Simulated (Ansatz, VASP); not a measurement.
## Two plane-wave programs on AlGa2N3

```
CELL_PARAMETERS angstrom
-0.00005 -3.18955 0.00006
6.37896 0.00009 -0.00012
-1.59446 1.59496 6.71408
ATOMIC_POSITIONS crystal
Al 0.50000 0.25000 0.00000
Al 0.50000 0.75000 0.00000
Ga 0.83541 0.41771 0.67083
Ga 0.83541 0.91770 0.67083
Ga 0.16460 0.08229 0.32917
Ga 0.16458 0.58229 0.32917
N 0.42160 0.46080 0.84319
N 0.42159 0.96080 0.84319
N 0.07840 0.28920 0.15680
N 0.07840 0.78920 0.15680
N 0.75001 0.12500 0.50000
N 0.74999 0.62500 0.50000
```

Change from the starting cell: cell x2, atoms moved at random (sigma 0.15 Å) and cell strained at random (1.5 %), then relaxed without symmetry.

Alike in both runs: functional PBE; k mesh 4 × 2 × 4; occupations gaussian, width 0.1 eV; no spin polarisation.

Ansatz relaxed the structure, and its values are those at the end. VASP's run is a single point on that final structure, the one shown.

|  | VASP | Ansatz |
| --- | --- | --- |
| version | VASP 6.6.1 | Ansatz 0.2.0 |
| potentials or method | VASP PAW PBE potentials, release 64 (Al, Ga_d, N), cutoff 520 eV | scalar-relativistic, plane waves, PAW |
| valence electrons in the cell | 88 | 88 |

|  | VASP | Ansatz | Ansatz less VASP |
| --- | --- | --- | --- |
| gap on the k mesh at the Fermi level (eV) | 2.25 | 2.24 | -0.006 |
| least direct gap on the mesh (eV) | 2.25 | 2.24 | -0.006 |
| pressure (GPa) | 0.0 | 0.0 | +0.03 |
| rms of the force components (eV/Å) | 0.007 | 0.001 | -0.0064 |

The k mesh is coarse, so the values compare programs but aren't converged.
